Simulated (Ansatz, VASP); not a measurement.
# Ru in VASP and in Ansatz

```xyz
1
Lattice="-1.5267 1.5267 1.5267 1.5267 -1.5267 1.5267 1.5267 1.5267 -1.5267" Properties=species:S:1:pos:R:3 pbc="T T T"
Ru    0.0000    0.0000    0.0000
```

Alike in both runs: functional PBE; k mesh 20 × 20 × 20; occupations gaussian, width 0.1 eV; no spin polarisation.

Ansatz relaxed the structure, and its values are those at the end. VASP's run is a single point on that final structure, the one shown.

```csv
,VASP,Ansatz
version,VASP 6.6.1,Ansatz 0.2.0
potentials or method,"VASP PAW PBE potentials, release 64 (Ru_pv), cutoff 520 eV","scalar-relativistic, plane waves, PAW"
valence electrons in the cell,14,16
```

|  | VASP | Ansatz | Ansatz less VASP |
| --- | --- | --- | --- |
| gap on the k mesh at the Fermi level (eV) | none | none | - |
| pressure (GPa) | -0.1 | 0.0 | +0.08 |

A gap of «none» marks a metal or a gap that the smearing closes. With one functional, cell and mesh, what is left measures potentials, basis and numerics. VASP's potentials hold 14 valence electrons a cell and Ansatz's 16, so a difference there can come from the potentials and not from the codes.
